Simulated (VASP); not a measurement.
Write the native input for VASP 6.6.1 that does the following.

| Quantity | Value |
| --- | --- |
| Task | single point |
| Functional | PBE |
| Potentials or basis | VASP PAW PBE potentials, release 64 (Zn, S) |
| Cutoff | 520 eV |
| k mesh | 8 × 8 × 8 |
| Occupations | gaussian, width 0.05 eV |
| Spin | no spin polarisation |
| Dipole correction | no |
| Further INCAR settings | ALGO = Normal; EDIFF = 1e-07; NBANDS = 16 |

The structure of ZnS lies in POSCAR:

```
ZnS
1.0
    0.0000000000      2.7215639840      2.6195053346
    2.7215639840      0.0000000000      2.6195053346
    2.7215639840      2.7215639840      0.0000000000
Zn S
1 1
Direct
    0.0000000000      0.0000000000      0.0000000000
    0.7500000000      0.7500000000      0.7500000000
```

This cell differs from its parent crystal: strain -0.0375 x Voigt [0, 0, 1, 0, 0, 0].

One way to write it, as run:

INCAR

```
SYSTEM = ZnS
  PREC = Accurate
  ENCUT = 520
  EDIFF = 1E-7
  ISMEAR = 0
  SIGMA = 0.05
  LREAL = .FALSE.
  LASPH = .TRUE.
  NELM = 60
  ALGO = Normal
  ISIF = 2
  LWAVE = .FALSE.
  LCHARG = .FALSE.
  GGA = PE
  NBANDS = 16
```

KPOINTS

```
regular mesh
0
G
  8 8 8
  0 0 0
```

Potentials or basis: VASP PAW PBE potentials, release 64 (Zn, S).

Run with:

```console
$ cat potpaw_PBE.64/Zn/POTCAR potpaw_PBE.64/S/POTCAR > POTCAR
$ mpirun -np 1 vasp_std > vasp.out
```

It gave:

```yaml
Pressure: 3.1 GPa
Band_gap_on_the_k_mesh: 2.10 eV, direct
```

Caveat: the cell differs from its parent crystal (strain -0.0375 x Voigt [0, 0, 1, 0, 0, 0]).

Wall time 28 s on 1 thread of AMD EPYC 7R43 64-Core Processor (Zen 3), on a shared host, peak memory 0.15 GiB.
